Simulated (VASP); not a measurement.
# KCl in VASP: a series of runs

The runs below take KCl through single point, with PBE, r2SCAN.

All numbers are computed with VASP 6.6.1; they aren't measurements. Logs are shortened: lines on timing, memory, paths and dates and some standing lists are left out, and cuts for length are marked.

**1. The cell of the first run**

It takes space group Fm-3m (No. 225, cubic). The conventional cell has a = 5.983 Å, b = 5.983 Å, c = 5.983 Å, α = 90.00°, β = 90.00°, γ = 90.00°. Within 3.9 Å of K (site symmetry m-3m) lie 6 Cl at 2.99 Å. Cl (site symmetry m-3m) has 6 K at 2.99 Å within 3.9 Å.

**2. Single point, PBE (strain -4.9%)**

INCAR reads:

```
PREC = Accurate ; ENCUT = 520
EDIFF = 1E-6 ; ISMEAR = -1
SIGMA = 0.02 ; LREAL = F
LASPH = T ; NELM = 80
ALGO = Normal ; ISIF = 2
LWAVE = F ; LCHARG = T
GGA = PE ; LELF = T
LVHAR = T ; NBANDS = 15
```

KPOINTS reads:

```
Automatic mesh
0
Gamma
  8 8 8
```

POSCAR reads:

```
KCl
1.0
    0.0000000000      2.9916942088      2.9916942088
    2.9916942088      0.0000000000      2.9916942088
    2.9916942088      2.9916942088      0.0000000000
K Cl
1 1
Direct
    0.0000000000      0.0000000000      0.0000000000
    0.5000000000      0.5000000000      0.5000000000
```

Potentials or basis: VASP PAW PBE potentials, release 64 (K_sv, Cl).

Run with:

```sh
> cat potpaw_PBE.64/K_sv/POTCAR potpaw_PBE.64/Cl/POTCAR > POTCAR
> mpirun -np 1 vasp_std > vasp.out
```

OUTCAR:

```text
PREC = Accurate
   ENCUT = 520
   EDIFF = 1E-6
   ISMEAR = -1
   LREAL = F
   LASPH = T
   NELM = 80
   ISIF = 2
   GGA = PE

 ion  position               nearest neighbor table
   1  0.000  0.000  0.000-   2 2.99   2 2.99   2 2.99   2 2.99   2 2.99   2 2.99
   2  0.500  0.500  0.500-   1 2.99   1 2.99   1 2.99   1 2.99   1 2.99   1 2.99

  LATTYP: Found a face centered cubic cell.
 ALAT       =     5.9833884176

  Lattice vectors:

 A1 = (   0.0000000000,   2.9916942088,   2.9916942088)
 A2 = (   2.9916942088,   0.0000000000,   2.9916942088)
 A3 = (   2.9916942088,   2.9916942088,   0.0000000000)

Analysis of symmetry for initial positions (statically):
=====================================================================
 Subroutine PRICEL returns:
 Original cell was already a primitive cell.

 Routine SETGRP: Setting up the symmetry group for a
 face centered cubic supercell.

 Subroutine GETGRP returns: Found 48 space group operations
 (whereof 48 operations were pure point group operations)
 out of a pool of 48 trial point group operations.

The static configuration has the point symmetry O_h .

Analysis of symmetry for dynamics (positions and initial velocities):
=====================================================================
 Subroutine PRICEL returns:
 Original cell was already a primitive cell.

 Routine SETGRP: Setting up the symmetry group for a
 face centered cubic supercell.

 Subroutine GETGRP returns: Found 48 space group operations
 (whereof 48 operations were pure point group operations)
 out of a pool of 48 trial point group operations.

The dynamic configuration has the point symmetry O_h .

 Subroutine INISYM returns: Found 48 space group operations
 (whereof 48 operations are pure point group operations),
 and found     1 'primitive' translations

----------------------------------------------------------------------------------------

                                     Primitive cell

  volume of cell :      53.5527

  direct lattice vectors                    reciprocal lattice vectors
     0.000000000  2.991694209  2.991694209    -0.167129381  0.167129381  0.167129381
     2.991694209  0.000000000  2.991694209     0.167129381 -0.167129381  0.167129381
     2.991694209  2.991694209  0.000000000     0.167129381  0.167129381 -0.167129381

  length of vectors
     4.230894525  4.230894525  4.230894525     0.289476579  0.289476579  0.289476579

  position of ions in fractional coordinates (direct lattice)
     0.000000000  0.000000000  0.000000000
     0.500000000  0.500000000  0.500000000

  ion indices of the primitive-cell ions
   primitive index   ion index
                 1           1
                 2           2

----------------------------------------------------------------------------------------

 KPOINTS: Automatic mesh

Automatic generation of k-mesh.
 Grid dimensions read from file:
 generate k-points for:    8    8    8

 Generating k-lattice:

  Cartesian coordinates                     Fractional coordinates (reciprocal lattice)
    -0.020891173  0.020891173  0.020891173     0.125000000  0.000000000  0.000000000
     0.020891173 -0.020891173  0.020891173     0.000000000  0.125000000  0.000000000
     0.020891173  0.020891173 -0.020891173     0.000000000  0.000000000  0.125000000

  Length of vectors
     0.036184572  0.036184572  0.036184572

  Shift w.r.t. Gamma in fractional coordinates (k-lattice)
     0.000000000  0.000000000  0.000000000

 Subroutine IBZKPT returns following result:
 ===========================================

 Found     29 irreducible k-points:

 Following reciprocal coordinates:
            Coordinates               Weight
  0.000000  0.000000  0.000000      1.000000
  0.125000  0.000000  0.000000      8.000000
  0.250000  0.000000  0.000000      8.000000
  0.375000  0.000000  0.000000      8.000000
  0.500000  0.000000  0.000000      4.000000
  0.125000  0.125000  0.000000      6.000000
[... 16 lines left out ...]
  0.500000  0.250000  0.125000     48.000000
 -0.375000  0.250000  0.125000     24.000000
 [... further k-points ...]
   k-points           NKPTS =     29   k-points in BZ     NKDIM =     29   number of bands    NBANDS=     15
   number of dos      NEDOS =    301   number of ions     NIONS =      2
   total plane-waves  NPLWV =  32768
   dimension x,y,z NGX =    32 NGY =   32 NGZ =   32
   dimension x,y,z NGXF=    64 NGYF=   64 NGZF=   64
   ions per type =               1   1
   NGX,Y,Z   is equivalent  to a cutoff of  12.57, 12.57, 12.57 a.u.
   NGXF,Y,Z  is equivalent  to a cutoff of  25.15, 25.15, 25.15 a.u.
 SYSTEM =  unknown system
   PREC   = accura    normal or accurate (medium, high low for compatibility)
   ISTART =      0    job   : 0-new  1-cont  2-samecut
   ICHARG =      2    charge: 1-file 2-atom 10-const
   ISPIN  =      1    spin polarized calculation?
   LNONCOLLINEAR =      F non collinear calculations
   LSORBIT =      F    spin-orbit coupling
   LASPH  =      T    aspherical Exc in radial PAW
   ENCUT  =  520.0 eV  38.22 Ry    6.18 a.u.   7.87  7.87  7.87*2*pi/ulx,y,z
   NELM   =     80;   NELMIN=  2; NELMDL= -5     # of ELM steps
   EDIFF  = 0.1E-05   stopping-criterion for ELM
   LREAL  =      F    real-space projection
   EDIFFG = 0.1E-04   stopping-criterion for IOM
   NSW    =      0    number of steps for IOM
   IBRION =     -1    ionic relax: 0-MD 1-quasi-New 2-CG
   NFREE  =      0    steps in history (QN), initial steepest desc. (CG)
   ISIF   =      2    stress and relaxation
   ISYM   =      2    0-nonsym 1-usesym 2-fastsym
   POTIM  = 0.5000    time-step for ionic-motion
   TEBEG  =    0.0;   TEEND  =   0.0 temperature during run
   PSTRESS=    0.0 pullay stress
   NELECT =      16.0000    total number of electrons
   NUPDOWN=      -1.0000    fix difference up-down
   EMIN   =  10.00;   EMAX   =-10.00  energy-range for DOS
   EFERMI =   0.00;   METHOD = LEGACY
   ISMEAR =    -1;   SIGMA  =   0.02  broadening in eV -4-tet -1-fermi 0-gaus
   EFERMI_NEDOS =   21; number of points for ismear=-14 and -15
   IALGO  =     38    algorithm
   IMIX   =      4    mixing-type and parameters
     AMIX     =   0.40;   BMIX     =  1.00
     AMIX_MAG =   1.60;   BMIX_MAG =  1.00
  volume/ion in A,a.u.               =      26.78       180.70
  Fermi-wavevector in a.u.,A,eV,Ry     =   1.094429  2.068171 16.296719  1.197775
  Thomas-Fermi vector in A             =   2.230734
   LORBIT       =      0    0 simple, 1 ext, 2 COOP (PROOUT), +10 PAW based schemes
   GGA     = PE    functional components
   LHFCALC =     F    Hartree Fock is set to
   AEXX    =    0.0000 exact exchange contribution
   IVDW    =     0    specifies the selected vdW correction
   LEPSILON=     F    determine dielectric tensor
   LRPA    =     F    only Hartree local field effects (RPA)
 non-spin polarized calculation
  energy-cutoff  :      520.00
  volume of cell :       53.55
 maximum number of plane-waves:      1459
   NGX = 15   NGY = 15   NGZ = 15

 number of electron      15.9999999 magnetization

 Free energy of the ion-electron system (eV)
  ---------------------------------------------------
  ext. energy  EPLUGINS =         0.00000000
  ---------------------------------------------------
  free energy    TOTEN  =        -6.65628643 eV

  energy without entropy =       -6.65628643  energy(sigma->0) =       -6.65628643

 E-fermi :  -0.6694     XC(G=0):  -8.1793

 val. band max:       -1.1616384783   @ k =   0.0000   0.0000   0.0000
 cond. band min:       4.5956262031   @ k =   0.0000   0.0000   0.0000
 fundamental gap:      5.7572646814
 Fermi energy:        -0.6694317615

 k-point     1 :       0.0000    0.0000    0.0000
  band No.  band energies     occupation
      1     -28.0271      2.00000
      2     -13.4762      2.00000
      3     -11.4881      2.00000
      4     -11.4881      2.00000
      5     -11.4881      2.00000
      6      -1.1616      2.00000
      7      -1.1616      2.00000
      8      -1.1616      2.00000
      9       4.5956      0.00000
     10       7.2532      0.00000
     11       7.2532      0.00000
     12       7.2532      0.00000
     13       8.2188      0.00000
     14       8.2188      0.00000
     15      12.3389      0.00000

 k-point     2 :       0.1250    0.0000    0.0000
  band No.  band energies     occupation
      1     -28.0236      2.00000
      2     -13.5211      2.00000
      3     -11.4900      2.00000
      4     -11.4900      2.00000
      5     -11.4315      2.00000
      6      -1.4059      2.00000
      7      -1.2362      2.00000
      8      -1.2362      2.00000
      9       5.0257      0.00000
     10       7.1531      0.00000
     11       7.4812      0.00000
     12       7.4812      0.00000
     13       8.4919      0.00000
     14       8.4919      0.00000
     15      13.0078      0.00000

 k-point     3 :       0.2500    0.0000    0.0000
  band No.  band energies     occupation
      1     -28.0154      2.00000
      2     -13.6210      2.00000
      3     -11.4946      2.00000
      4     -11.4946      2.00000
      5     -11.3023      2.00000
      6      -1.9128      2.00000
      7      -1.4074      2.00000
      8      -1.4074      2.00000
      9       5.9676      0.00000
     10       7.1756      0.00000
     11       8.1301      0.00000
     12       8.1301      0.00000
     13       9.2413      0.00000
     14       9.2413      0.00000
     15      13.4019      0.00000
[... 343 lines left out ...]
 k-point    23 :       0.5000    0.2500    0.1250
  band No.  band energies     occupation
      1     -28.0030      2.00000
      2     -13.6162      2.00000
      3     -11.5819      2.00000
      4     -11.5277      2.00000
      5     -11.2826      2.00000
      6      -2.1879      2.00000
      7      -1.6172      2.00000
      8      -1.5391      2.00000
      9       6.6690      0.00000
     10       7.3712      0.00000
     11       9.2792      0.00000
     12       9.5351      0.00000
     13      10.1013      0.00000
     14      10.7002      0.00000
     15      11.5408      0.00000

 k-point    24 :      -0.3750    0.2500    0.1250
  band No.  band energies     occupation
      1     -28.0003      2.00000
      2     -13.6227      2.00000
      3     -11.5847      2.00000
      4     -11.5453      2.00000
      5     -11.2703      2.00000
      6      -2.2205      2.00000
      7      -1.6727      2.00000
      8      -1.6139      2.00000
      9       7.0246      0.00000
     10       7.5385      0.00000
     11       9.5982      0.00000
     12       9.6155      0.00000
     13      10.3297      0.00000
     14      11.2941      0.00000
     15      11.5922      0.00000

 [... further k-points ...]

------------------------ aborting loop because EDIFF is reached ----------------------------------------

  FORCE on cell =-STRESS in cart. coord.  units (eV):
  Direction    XX          YY          ZZ          XY          YZ          ZX
  --------------------------------------------------------------------------------------
  -------------------------------------------------------------------------------------
  Total        1.7045368      1.7045368      1.7045368     -0.0000000     -0.0000000      0.0000000
  in kB       50.9959135     50.9959135     50.9959135     -0.0000000     -0.0000000      0.0000000
  external PRESSURE =      50.9959135 kB  Pullay stress =       0.0000000 kB

 VOLUME and BASIS-vectors are now :
 -----------------------------------------------------------------------------
  energy-cutoff  :      520.00
  volume of cell :       53.55
      direct lattice vectors                 reciprocal lattice vectors
     0.000000000  2.991694209  2.991694209    -0.167129381  0.167129381  0.167129381
     2.991694209  0.000000000  2.991694209     0.167129381 -0.167129381  0.167129381
     2.991694209  2.991694209  0.000000000     0.167129381  0.167129381 -0.167129381

 POSITION                                       TOTAL-FORCE (eV/Angst)
 -----------------------------------------------------------------------------------
      0.00000      0.00000      0.00000         0.000000      0.000000      0.000000
      2.99169      2.99169      2.99169        -0.000000     -0.000000     -0.000000
 -----------------------------------------------------------------------------------
    total drift:                                0.000000     -0.000000     -0.000000

  FREE ENERGIE OF THE ION-ELECTRON SYSTEM (eV)
  ---------------------------------------------------
  free  energy   TOTEN  =        -6.6562864323 eV

  energy  without entropy=       -6.6562864323  energy(sigma->0) =       -6.65628643
```

Wall time 24 s (1 thread of AMD EPYC 7R43 (Zen 3), shared host); peak memory 0.14 GiB.

Results:

```
Free energy            : -6.6563 eV
Pressure               : 5.1 GPa
Band gap on the k mesh : 5.76 eV
```

Caveat: the cell differs from its parent crystal (strain -4.9%); the cell stands under pressure. A k mesh can miss the band edges.

**3. Single point, r2SCAN (strain -4.9%)**

POSCAR is that of step 2.

INCAR.step1 reads:

```
SYSTEM = KCl
PREC = Accurate ; ENCUT = 520
ISMEAR = 0 ; SIGMA = 0.01
LREAL = .FALSE. ; LASPH = .TRUE.
NELM = 80 ; NBANDS = 15
GGA = PE ; ALGO = Normal
EDIFF = 1E-4 ; LWAVE = .TRUE.
LCHARG = .FALSE.
```

INCAR.step2 reads:

```
SYSTEM = KCl
PREC = Accurate ; ENCUT = 520
EDIFF = 1E-6 ; ISMEAR = 0
SIGMA = 0.01 ; LREAL = .FALSE.
LASPH = .TRUE. ; NELM = 80
ALGO = Normal ; ISIF = 2
LWAVE = .FALSE. ; LCHARG = .TRUE.
METAGGA = R2SCAN ; LMIXTAU = .TRUE.
LELF = .TRUE. ; LVHAR = .TRUE.
NBANDS = 15 ; ISTART = 1
```

KPOINTS reads:

```
regular mesh
0
G
  8 8 8
  0 0 0
```

Potentials or basis: VASP PAW PBE potentials, release 64 (K_sv, Cl).

Run with:

```sh
> cat potpaw_PBE.64/K_sv/POTCAR potpaw_PBE.64/Cl/POTCAR > POTCAR
> cp INCAR.step1 INCAR
> mpirun -np 1 vasp_std > vasp.out
> cp INCAR.step2 INCAR
> mpirun -np 1 vasp_std > vasp.out
```

OUTCAR:

```text
SYSTEM = KCl
   PREC = Accurate
   ENCUT = 520
   EDIFF = 1E-6
   ISMEAR = 0
   LREAL = .FALSE.
   LASPH = .TRUE.
   NELM = 80
   ISIF = 2
   METAGGA = R2SCAN
   ISTART = 1

 ion  position               nearest neighbor table
   1  0.000  0.000  0.000-   2 2.99   2 2.99   2 2.99   2 2.99   2 2.99   2 2.99
   2  0.500  0.500  0.500-   1 2.99   1 2.99   1 2.99   1 2.99   1 2.99   1 2.99

  LATTYP: Found a face centered cubic cell.
 ALAT       =     5.9833884176

  Lattice vectors:

 A1 = (   0.0000000000,   2.9916942088,   2.9916942088)
 A2 = (   2.9916942088,   0.0000000000,   2.9916942088)
 A3 = (   2.9916942088,   2.9916942088,   0.0000000000)

Analysis of symmetry for initial positions (statically):
=====================================================================
 Subroutine PRICEL returns:
 Original cell was already a primitive cell.

 Routine SETGRP: Setting up the symmetry group for a
 face centered cubic supercell.

 Subroutine GETGRP returns: Found 48 space group operations
 (whereof 48 operations were pure point group operations)
 out of a pool of 48 trial point group operations.

The static configuration has the point symmetry O_h .

[... 176 lines left out ...]
      8      -1.5863      2.00000
      9       4.8364      0.00000
     10       7.4630      0.00000
     11       7.4630      0.00000
     12       7.4630      0.00000
     13       8.5977      0.00000
     14       8.5977      0.00000
[... 401 lines left out ...]
      2     -14.5834      2.00000
      3     -12.3082      2.00000
      4     -12.2695      2.00000
      5     -12.0083      2.00000
      6      -2.6428      2.00000
      7      -2.0997      2.00000
      8      -2.0373      2.00000
      9       7.1523      0.00000
     10       7.7000      0.00000
     11       9.9981      0.00000
     12      10.0676      0.00000
     13      10.7170      0.00000
     14      11.7441      0.00000
     15      12.0179      0.00000

 [... further k-points ...]

------------------------ aborting loop because EDIFF is reached ----------------------------------------

  FORCE on cell =-STRESS in cart. coord.  units (eV):
  Direction    XX          YY          ZZ          XY          YZ          ZX
  --------------------------------------------------------------------------------------
  -------------------------------------------------------------------------------------
  Total        1.4127461      1.4127461      1.4127461     -0.0000000      0.0000000      0.0000000
  in kB       42.2661903     42.2661903     42.2661903     -0.0000000      0.0000000      0.0000000
  external PRESSURE =      42.2661903 kB  Pullay stress =       0.0000000 kB

 VOLUME and BASIS-vectors are now :
 -----------------------------------------------------------------------------
  energy-cutoff  :      520.00
  volume of cell :       53.55
      direct lattice vectors                 reciprocal lattice vectors
     0.000000000  2.991694209  2.991694209    -0.167129381  0.167129381  0.167129381
     2.991694209  0.000000000  2.991694209     0.167129381 -0.167129381  0.167129381
     2.991694209  2.991694209  0.000000000     0.167129381  0.167129381 -0.167129381

 POSITION                                       TOTAL-FORCE (eV/Angst)
 -----------------------------------------------------------------------------------
      0.00000      0.00000      0.00000         0.000000     -0.000000     -0.000000
      2.99169      2.99169      2.99169        -0.000000      0.000000      0.000000
 -----------------------------------------------------------------------------------
    total drift:                                0.000000     -0.000000     -0.000000

  FREE ENERGIE OF THE ION-ELECTRON SYSTEM (eV)
  ---------------------------------------------------
  free  energy   TOTEN  =       -16.4040222373 eV

  energy  without entropy=      -16.4040222373  energy(sigma->0) =      -16.40402224
```

OSZICAR.step1:

```text
N       E                     dE             d eps       ncg     rms          rms(c)
DAV:   1     0.104735182464E+03    0.10474E+03   -0.72934E+03   870   0.972E+02
DAV:   2    -0.680487491947E+00   -0.10542E+03   -0.96651E+02  1138   0.248E+02
DAV:   3    -0.669744335241E+01   -0.60170E+01   -0.59822E+01  1185   0.518E+01
DAV:   4    -0.691712227081E+01   -0.21968E+00   -0.21962E+00  1315   0.894E+00
DAV:   5    -0.691873937228E+01   -0.16171E-02   -0.16171E-02  1227   0.861E-01    0.433E+00
DAV:   6    -0.665686033441E+01    0.26188E+00   -0.37855E-01  1080   0.339E+00    0.351E+00
DAV:   7    -0.664486167195E+01    0.11999E-01   -0.10375E-01  1192   0.192E+00    0.189E+00
DAV:   8    -0.665529611899E+01   -0.10434E-01   -0.14493E-02  1045   0.953E-01    0.195E-01
DAV:   9    -0.665574243149E+01   -0.44631E-03   -0.47882E-04  1206   0.144E-01    0.947E-02
DAV:  10    -0.665627637435E+01   -0.53394E-03   -0.56688E-04   947   0.148E-01    0.216E-02
DAV:  11    -0.665628405683E+01   -0.76825E-05   -0.17906E-05   883   0.331E-02
   1 F= -.66562841E+01 E0= -.66562841E+01  d E =-.465927E-22
```

It took 98 s on 1 thread of AMD EPYC 7R43 (Zen 3), shared host; peak memory 0.15 GiB.

Results:

- Free energy: -16.4040 eV
- Pressure: 4.2 GPa
- Band gap on the k mesh: 6.42 eV

Levels at points of the mesh, in eV from the valence-band top:
```csv
k point,band 6,band 7,band 8,band 9,band 10,band 11
"(0.00, 0.00, 0.00)",0.00,0.00,0.00,6.42,9.05,9.05
"(0.50, 0.00, 0.00)",-1.34,-0.47,-0.47,8.57,9.83,11.80
"(0.50, 0.50, 0.00)",-0.76,-0.25,-0.25,6.84,9.95,11.36
```

Caveat: the cell differs from its parent crystal (strain -4.9%); the cell stands under pressure; the PAW data sets were made with another functional, which shifts forces and pressure a little.

(Part 1 of 2 ends here.)
